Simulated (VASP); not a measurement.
# NaLiCl2: single point with PBE

The system is NaLiCl2.

```xyz
4
Lattice="1.8916 1.0921 6.2476 -1.8916 1.0921 6.2476 0.0000 -2.1842 6.2476" Properties=species:S:1:pos:R:3 pbc="T T T"
Li    1.8916    1.0921    6.2476
Na    0.0000    0.0000    9.3715
Cl    0.0000    0.0000    4.8110
Cl    0.0000    0.0000   13.9319
```

| Property | Result |
| --- | --- |
| Program | VASP 6.6.1 |
| Task | single point |
| Functional | PBE |
| Potentials or basis | VASP PAW PBE potentials, release 64 (Li_sv, Na_pv, Cl) |
| Cutoff | 520 eV |
| k mesh | 8 × 8 × 8 |
| Occupations | gaussian, width 0.01 eV |
| Spin | no spin polarisation |
| Dipole correction | no |
| Further INCAR settings | ALGO = Normal; EDIFF = 1e-06; NBANDS = 20 |

```yaml
Largest_force: 0.068 eV/Å
Band_gap_on_the_k_mesh: 5.60 eV, direct
```

Forces in eV/Å, atoms in the order of the input:
```
Li   0.000  0.000  0.000
Na   0.000  0.000  0.000
Cl   0.000  0.000  0.068
Cl   0.000  0.000 -0.068
```

Levels at points of the mesh, in eV from the valence-band top:
| k point | band 10 | band 11 | band 12 | band 13 | band 14 | band 15 |
| --- | --- | --- | --- | --- | --- | --- |
| (0.00, 0.00, 0.00) | -0.01 | 0.00 | 0.00 | 5.60 | 6.98 | 10.03 |
| (0.50, 0.00, 0.00) | -0.84 | -0.75 | -0.39 | 8.03 | 8.42 | 9.21 |
| (0.50, 0.50, 0.00) | -0.83 | -0.29 | -0.26 | 7.04 | 7.70 | 8.14 |
| (0.50, 0.50, 0.50) | -0.16 | -0.12 | -0.12 | 6.61 | 7.30 | 9.31 |

Run time: 2.2 min on 1 thread of Intel(R) Xeon(R) 6975P-C (Granite Rapids) (shared host), peak memory 0.36 GiB.

 A k mesh can miss the band edges.
